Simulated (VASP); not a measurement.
Here is a VASP 6.6.1 calculation.

Contents of INCAR:

```
ALGO = Normal ; EDIFF = 1E-6
ENCUT = 520 ; GGA = PE
ISIF = 2 ; ISMEAR = -1
LASPH = T ; LCHARG = F
LREAL = F ; LWAVE = F
NBANDS = 21 ; NELM = 60
PREC = Accurate ; SIGMA = 0.03
```

The input KPOINTS:

```
k-points
0
Gamma
  4 4 2
```

The input POSCAR:

```
Ru
1.0
    2.7058000000      0.0000000000      0.0000000000
   -1.3529000000      2.3432915376      0.0000000000
    0.0000000000      0.0000000000      4.2819000000
Ru
2
Direct
    0.6666666667      0.3333333333      0.7500000000
    0.3333333333      0.6666666667      0.2500000000
```

Potentials or basis: VASP PAW PBE potentials, release 64 (Ru_pv).

The run is started by

```bash
$ cat potpaw_PBE.64/Ru_pv/POTCAR > POTCAR
$ mpirun -np 1 vasp_std > vasp.out
```

(1) Estimate the pressure.

(2) Predict the band gap on the k mesh.

Answers

(1) 0.7 GPa.

(2) zero (band 14 reaches 14.38 eV, above the bottom of band 15 at 11.46 eV).

Caveat: the k points lie up to 0.73 Å⁻¹ apart.
